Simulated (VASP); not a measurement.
**Cd: relaxation of cell and atoms with r2SCAN**

The system is Cd.

```
Cd
1.0
     2.96456    0.00000    0.00000
     0.00000    2.96456    0.00000
     0.00000    0.00000    2.96456
Cd
1
Direct
  0.00000 0.00000 0.00000
```

This isn't the form of Cd at room conditions, which is hcp.

| Property | Result |
| --- | --- |
| Program | VASP 6.6.1 |
| Task | relaxation of cell and atoms |
| Functional | r2SCAN |
| Potentials or basis | VASP PAW PBE potentials, release 64 (Cd) |
| Cutoff | 600 eV |
| k mesh | 18 × 18 × 18 |
| Occupations | gaussian, width 0.1 eV |
| Spin | no spin polarisation |
| Dipole correction | no |
| Further INCAR settings | ALGO = Normal; EDIFF = 1e-07; IBRION = 2; EDIFFG = -0.01; NSW = 100; ISIF = 3 |

```json
{
 "Relaxed volume": "25.69 Å³/atom",
 "Relaxed cell": "a = 2.951 Å, b = 2.951 Å, c = 2.951 Å, α = 90.00°, β = 90.00°, γ = 90.00°",
 "Space group after relaxing (to 0.1 Å)": "Pm-3m (No. 221)",
 "Energy gained by relaxing": "0.7 meV/atom",
 "Ionic steps": "2",
 "Pressure after relaxing": "-0.1 GPa",
 "Band gap on the k mesh": "zero (bands 6 and 7 overlap by 7.01 eV)"
}
```

Step by step:
| step | energy change (eV) | largest force (eV/Å) | pressure (GPa) | volume (Å³) |
| --- | --- | --- | --- | --- |
| 1 | 0.0000 | 0.0000 | -0.60 | 26.05 |
| 2 | -0.0007 | 0.0000 | -0.06 | 25.69 |

Final structure:
```
Cd
1.0
     2.95055    0.00000    0.00000
     0.00000    2.95055    0.00000
     0.00000    0.00000    2.95055
Cd
1
Direct
  0.00000 0.00000 0.00000
```

Levels at points of the mesh, in eV from the Fermi level:
```tsv
k point	band 4	band 5	band 6	band 7	band 8	band 9
(0.00, 0.00, 0.00)	-8.62	-8.62	-7.98	10.44	10.44	10.44
(0.50, 0.00, 0.00)	-9.06	-8.58	-2.80	-2.26	14.54	14.54
(0.50, 0.50, 0.00)	-8.99	-8.22	1.20	1.20	2.05	6.04
(0.50, 0.50, 0.50)	-8.20	-8.20	4.75	4.75	4.75	8.05
```

Run time: 120 s on 1 thread of Intel(R) Xeon(R) Platinum 8488C (Sapphire Rapids), with other jobs on the host, peak memory 0.2 GiB.

Caveat: the PAW data sets were made with another functional, which shifts forces and pressure a little.
